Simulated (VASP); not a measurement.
HfN: single point with PBEsol-based screened hybrid with 25 % exact exchange

Crystal: HfN.

```xyz
2
Lattice="3.4332 0.0000 0.0000 -1.7166 2.9732 0.0000 0.0000 0.0000 3.9698" Properties=species:S:1:pos:R:3 pbc="T T T"
Hf    0.0000    0.0000    1.9849
N     0.0000    0.0000    0.0000
```

```json
{
 "Program": "VASP 6.6.1",
 "Task": "single point",
 "Functional": "PBEsol-based screened hybrid with 25 % exact exchange",
 "Potentials or basis": "VASP PAW PBE potentials, release 64 (Hf_pv, N)",
 "Cutoff": "520 eV",
 "k mesh": "5 × 5 × 4",
 "Occupations": "fermi-dirac, width 0.05 eV",
 "Spin": "no spin polarisation",
 "Dipole correction": "no",
 "Grid for exact exchange (PRECFOCK)": "Normal",
 "Share of exact exchange": "0.25",
 "Further INCAR settings": "ALGO = Normal; EDIFF = 1e-07; NBANDS = 14",
 "Screening parameter": "0.207 1/Å"
}
```

* Pressure: -3.7 GPa
* Band gap on the k mesh: zero (an odd number of electrons rules out a gap without spin polarisation)

Stress tensor (GPa, compression positive):
```
  0.81   0.00   0.00
  0.00   0.81   0.00
  0.00   0.00 -12.75
```

Levels at points of the mesh, in eV from the Fermi level:
```
           k point  band 5  band 6  band 7  band 8  band 9  band 10  band 11  band 12
(0.00, 0.00, 0.00)   -4.10   -0.48    0.38    0.38    2.41     2.41     4.88     4.88
(0.00, 0.00, 0.50)   -5.78   -3.60   -1.43   -1.43    2.58     2.58     5.60     8.61
```

Run time: 22 min on 1 thread of Intel(R) Xeon(R) Platinum 8259CL CPU @ 2.50GHz (Skylake/Cascade Lake) (shared host), peak memory 0.27 GiB.

Caveat: the k points lie up to 0.42 Å⁻¹ apart, too coarse for converged energies and pressures of a metal; the PAW data sets were made with another functional, which shifts forces and pressure a little; spin-orbit coupling is left out, which moves the levels of the heavy elements.
